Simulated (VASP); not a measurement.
# Zr3O: single point with PBEsol

Crystal: Zr3O.

```
Zr O
1.0
     5.77864    0.00000    0.00000
    -2.88932    5.00445    0.00000
     0.00000    0.00000    4.81477
Zr O
6 2
Direct
  0.35290 0.00000 0.00000
  0.35290 0.35290 0.50000
  0.00000 0.35290 0.00000
  0.64710 0.00000 0.50000
  0.64710 0.64710 0.00000
  0.00000 0.64710 0.50000
  0.33333 0.66667 0.25000
  0.66667 0.33333 0.75000
```

This cell differs from its parent crystal: atoms shifted along a free coordinate, c/a of the conventional cell at fixed volume 0.8332.

```yaml
Program: VASP 6.6.1
Task: single point
Functional: PBEsol
Potentials_or_basis: VASP PAW PBE potentials, release 64 (Zr_sv, O)
Cutoff: 520 eV
k_mesh: 9 × 9 × 8
Occupations: gaussian, width 0.15 eV
Spin: no spin polarisation
```

- Pressure: 3.2 GPa
- Largest force: 0.876 eV/Å
- Band gap on the k mesh: zero (bands 42 and 43 overlap by 0.94 eV)

Forces in eV/Å, atoms in the order of the input:
```
Zr  -0.876  0.000  0.000
Zr  -0.438 -0.759  0.000
Zr   0.438 -0.759  0.000
Zr   0.876  0.000  0.000
Zr   0.438  0.759  0.000
Zr  -0.438  0.759  0.000
O    0.000  0.000  0.000
O    0.000  0.000  0.000
```

Stress tensor (GPa, compression positive):
```
-2.07  0.00  0.00
 0.00 -2.07  0.00
 0.00  0.00 13.79
```

Levels at points of the mesh, in eV from the Fermi level:
```tsv
k point	band 39	band 40	band 41	band 42	band 43	band 44	band 45	band 46
(0.00, 0.00, 0.00)	-1.33	-1.33	0.54	0.67	0.67	0.98	0.98	1.21
(0.00, 0.00, 0.50)	-0.53	-0.53	-0.28	-0.28	-0.08	-0.08	0.48	0.48
```

Wall time 5.2 min on 1 thread of AMD EPYC 9R45 96-Core Processor (Zen 5) (shared host), peak memory 0.44 GiB.

Caveat: the cell stands under pressure; the PAW data sets were made with another functional, which shifts forces and pressure a little.
